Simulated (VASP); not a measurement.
Runs of VASP 6.6.1 on HfH3. The structure is that of space group Pm-3m (No. 221), or close to it. The cells are those of the table. 

| task | level | potentials or basis | cell | cutoff (eV) | gap on the mesh (eV) | pressure (GPa) | relaxed volume (Å³/atom) |
| --- | --- | --- | --- | --- | --- | --- | --- |
| single point | LDA | VASP PAW LDA potentials, release 64 (Hf_pv, H) | a = 3.033 Å, 4 atoms | 520 | none | -0.3 | - |
| single point | BLYP+D3(BJ) | VASP PAW PBE potentials, release 64 (Hf_pv, H) | a = 3.050 Å, 4 atoms | 520 | none | -0.5 | - |
| relaxation of cell and atoms | LDA | VASP PAW LDA potentials, release 64 (Hf_pv, H) | relaxed from a = 3.085 Å, 4 atoms | 600 | none | 0.0 | (b) |
| single point | PBEsol+D3(BJ) | VASP PAW PBE potentials, release 64 (Hf_pv, H) | a = 3.027 Å, 4 atoms | 520 | none | -0.7 | - |
| relaxation of cell and atoms | BLYP+D3(BJ) | VASP PAW PBE potentials, release 64 (Hf_pv, H) | relaxed from a = 3.085 Å, 4 atoms | 600 | none | 0.0 | (a) |

Alike in all rows: no spin polarisation; k mesh 7 × 7 × 7; smearing methfessel-paxton 0.1 eV.

Question: Estimate the missing entries.

Answer: (a) 7.08; (b) 6.97.

Caveats: spin-orbit coupling is left out, which moves the levels of the heavy elements; the PAW data sets were made with another functional, which shifts forces and pressure a little (some runs); pairwise dispersion overbinds metals, which lowers pressure and volume (some runs).

A k mesh can miss the band edges, and the runs leave out spin-orbit coupling on Hf.

A gap of «none» marks levels without a gap at the run's occupations.
